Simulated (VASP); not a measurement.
Si2Sn:

```
Si Sn
1.0
     4.17405    0.00000    0.00000
     0.12252    6.22127    0.00000
     0.08829    0.04565   11.06364
Si Sn
8 4
Direct
  0.99887 0.68937 0.14505
  0.98929 0.68043 0.61849
  0.51184 0.79806 0.55547
  0.53557 0.81532 0.04473
  0.51574 0.17758 0.54424
  0.51046 0.19901 0.05348
  0.01267 0.31245 0.15162
  0.97998 0.30798 0.64860
  0.46496 0.76675 0.30845
  0.48926 0.73994 0.80651
  0.53697 0.26588 0.31384
  0.45440 0.24723 0.80952
```

| Item | Value |
| --- | --- |
| Program | VASP 6.6.1 |
| Task | relaxation of cell and atoms |
| Functional | PBE |
| Potentials or basis | VASP PAW PBE potentials, release 64 (Si, Sn_d) |
| Cutoff | 500 eV |
| k mesh | 4 × 4 × 2 |
| Occupations | gaussian, width 0.1 eV |
| Spin | no spin polarisation |

At the start: pressure 0.7 GPa; volume 23.94 Å³/atom.

Where does the relaxation end?

Over 34 steps the energy falls by 103.2 meV/atom and the volume is 23.36 Å³/atom (-2.4 %); space group P1 (No. 1, to 0.1 Å) before, Pm (No. 6, to 0.1 Å).

The path:
| step | energy change (eV) | largest force (eV/Å) | pressure (GPa) | volume (Å³) |
| --- | --- | --- | --- | --- |
| 1 | 0.0000 | 1.6431 | 0.70 | 287.30 |
| 2 | -0.3860 | 0.7198 | -0.50 | 291.52 |
| 3 | -0.4473 | 1.2360 | -0.88 | 293.89 |
| 4 | -0.6951 | 0.5486 | -0.15 | 289.57 |
| 5 | -0.7454 | 1.1337 | 0.54 | 286.74 |
| 6 | -0.9021 | 1.2051 | 0.54 | 286.18 |
| 7 | -0.9217 | 1.2012 | 0.57 | 285.91 |
| 8 | -1.0377 | 0.4410 | -0.25 | 288.33 |
| 9 | -1.0553 | 0.3453 | -0.67 | 289.76 |
| 10 | -1.0910 | 0.2171 | -0.26 | 287.12 |
| 11 | -1.0966 | 0.3094 | -0.01 | 285.65 |
| 12 | -1.1100 | 0.1679 | 0.12 | 284.78 |
| 13 | -1.1135 | 0.2372 | 0.24 | 284.08 |
| 14 | -1.1244 | 0.1705 | 0.00 | 284.77 |
| 15 | -1.1277 | 0.2147 | -0.21 | 285.41 |
| 16 | -1.1376 | 0.1756 | -0.13 | 284.96 |
| 17 | -1.1452 | 0.2013 | 0.02 | 284.15 |
| 18 | -1.1583 | 0.1816 | 0.08 | 283.83 |
| 19 | -1.1811 | 0.2252 | 0.26 | 282.78 |
| 20 | -1.1990 | 0.1520 | -0.10 | 284.10 |
| 21 | -1.2036 | 0.2017 | -0.40 | 285.21 |
| 22 | -1.2166 | 0.1601 | -0.11 | 283.55 |
| 23 | -1.2180 | 0.1890 | 0.02 | 282.80 |
| 24 | -1.2258 | 0.1060 | 0.03 | 282.35 |
| 25 | -1.2279 | 0.1461 | 0.04 | 281.97 |
| 26 | -1.2332 | 0.1141 | -0.12 | 281.93 |
| 27 | -1.2333 | 0.1213 | -0.15 | 281.92 |
| 28 | -1.2357 | 0.0695 | 0.06 | 280.58 |
| 29 | -1.2358 | 0.0653 | 0.05 | 280.64 |
| 30 | -1.2370 | 0.0585 | 0.03 | 280.46 |
| 31 | -1.2370 | 0.0599 | 0.03 | 280.46 |
| 32 | -1.2379 | 0.0491 | -0.03 | 280.57 |
| 33 | -1.2379 | 0.0602 | -0.04 | 280.60 |
| 34 | -1.2386 | 0.0187 | 0.01 | 280.31 |

Final structure:
```xyz
12
Lattice="3.7794 -0.0361 0.3245 0.0614 6.3126 -0.0137 1.0501 0.0142 11.8379" Properties=species:S:1:pos:R:3 pbc="T T T"
Si    0.2260    4.3246    1.6245
Si    4.4722    4.2995    7.8747
Si    2.6891    5.1328    6.5728
Si    2.2236    5.1178    0.6386
Si    2.6533    1.1584    6.5724
Si    2.1762    1.1451    0.6509
Si    0.1933    1.9840    1.6322
Si    4.4518    1.9599    7.8741
Sn    2.0923    4.7437    3.9358
Sn    2.5455    4.7456    9.8648
Sn    2.0397    1.5589    3.9401
Sn    2.5321    1.5604    9.8732
```

Caveat: the k points lie up to 0.42 Å⁻¹ apart in the final cell, too coarse for converged energies and pressures of a metal.
